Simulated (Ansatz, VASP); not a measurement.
# One calculation of Zr2Nb, two programs

```
Zr Nb
1.0
     0.00000    4.01155    4.01155
     4.01155    0.00000    4.01155
     4.01155    4.01155    0.00000
Zr Nb
4 2
Direct
  0.62500 0.62500 0.62500
  0.12500 0.62500 0.62500
  0.62500 0.62500 0.12500
  0.62500 0.12500 0.62500
  0.00000 0.00000 0.00000
  0.25000 0.25000 0.25000
```

Alike in both runs: functional PBE; k mesh 4 × 4 × 4; occupations gaussian, width 0.1 eV; no spin polarisation.

Ansatz relaxed the structure, and its values are those at the end. VASP's run is a single point on that final structure, the one shown.

```csv
,VASP,Ansatz
version,VASP 6.6.1,Ansatz 0.2.0
potentials or method,"VASP PAW PBE potentials, release 64 (Zr_sv, Nb_sv), cutoff 520 eV","scalar-relativistic, plane waves, PAW"
valence electrons in the cell,74,74
```

```tsv
	VASP	Ansatz	Ansatz less VASP
gap on the k mesh at the Fermi level (eV)	none	none	-
pressure (GPa)	0.1	0.1	+0.03
```

A gap of «none» marks a metal or a gap that the smearing closes. The functional is the same, so the differences come from potentials, cutoffs and numerics.
